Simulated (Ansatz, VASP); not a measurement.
One calculation of Ru, two programs

```xyz
2
Lattice="0.0000 2.7477 2.7477 2.7477 0.0000 2.7477 2.7477 2.7477 0.0000" Properties=species:S:1:pos:R:3 pbc="T T T"
Ru    0.6869    0.6869    0.6869
Ru    4.8084    4.8084    4.8084
```

Alike in both runs: task single point; functional LDA; k mesh 11 × 11 × 11; occupations fermi-dirac, width 0.1 eV; no spin polarisation.

|  | VASP | Ansatz |
| --- | --- | --- |
| version | VASP 6.6.1 | Ansatz 0.2.0 |
| potentials or method | VASP PAW LDA potentials, release 64 (Ru_pv), cutoff 520 eV | plane waves (420 eV) with PAW, scalar-relativistic |
| valence electrons in the cell | 28 | 32 |

Ansatz gave:

| Quantity | Value |
| --- | --- |
| pressure (GPa) | -12.4 |

Estimate VASP's values.

pressure (GPa): -11.8.

Ansatz warns that its potentials were made for another functional, while VASP's fit it. LDA's correlation is that of Perdew and Zunger in VASP and of Perdew and Wang (1992) in Ansatz. VASP's potentials hold 28 valence electrons a cell and Ansatz's 32, so a difference there can come from the potentials and not from the codes.
